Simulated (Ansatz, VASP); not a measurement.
# LiBr: VASP beside Ansatz

```
Li Br
1.0
     0.00000    2.75479    2.75479
     2.75479    0.00000    2.75479
     2.75479    2.75479    0.00000
Li Br
1 1
Direct
  0.00000 0.00000 0.00000
  0.50000 0.50000 0.50000
```

Alike in both runs: functional PBE; k mesh 12 × 12 × 12; occupations fermi-dirac, width 0.08 eV; no spin polarisation.

Ansatz relaxed the structure, and its values are those at the end. VASP's run is a single point on that final structure, the one shown.

|  | VASP | Ansatz |
| --- | --- | --- |
| version | VASP 6.6.1 | Ansatz 0.2.0 |
| potentials or method | VASP PAW PBE potentials, release 64 (Li_sv, Br) | PAW with Ansatz's default frozen-core files, scalar-relativistic |
| plane-wave cutoff (eV) | 750 | 420 |
| valence electrons in the cell | 10 | 10 |

```csv
,VASP,Ansatz,Ansatz less VASP
pressure (GPa),0.0,0.0,+0.05
```
